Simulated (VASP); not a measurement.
Input of a VASP 6.6.1 run:

Contents of INCAR:

```
SYSTEM = Ag
  ALGO = Normal
  EDIFF = 1E-7
  EDIFFG = -0.01
  ENCUT = 500
  GGA = PS
  GGA_COMPAT = .False.
  IBRION = 2
  ISIF = 8
  ISMEAR = -1
  LASPH = .True.
  LCHARG = .False.
  LREAL = .False.
  LWAVE = .False.
  NELM = 120
  NELMIN = 4
  NSW = 50
  PREC = Accurate
  SIGMA = 0.05
```

KPOINTS

```
k-points
0
Gamma
  10 10 10
  0 0 0
```

File POSCAR:

```
Ag
1.0
    0.0000000000      2.0427500000      2.0427500000
    2.0427500000      0.0000000000      2.0427500000
    2.0427500000      2.0427500000      0.0000000000
Ag
1
Direct
    0.0000000000      0.0000000000      0.0000000000
```

Potentials or basis: VASP PAW PBE potentials, release 64 (Ag).

Run with:

```console
$ cat potpaw_PBE.64/Ag/POTCAR > POTCAR
$ mpirun -np 1 vasp_std > vasp.out
```

Task: Predict the relaxed cell.

Result: a = 2.867 Å, b = 2.867 Å, c = 2.867 Å, α = 60.00°, β = 60.00°, γ = 60.00°.

Task: Predict the relaxed volume.

Result: 16.67 Å³/atom.

Final structure:
```xyz
1
Lattice="0.0000 2.0276 2.0276 2.0276 0.0000 2.0276 2.0276 2.0276 0.0000" Properties=species:S:1:pos:R:3 pbc="T T T"
Ag    0.0000    0.0000    0.0000
```

Caveat: the PAW data sets were made with another functional, which shifts forces and pressure a little.
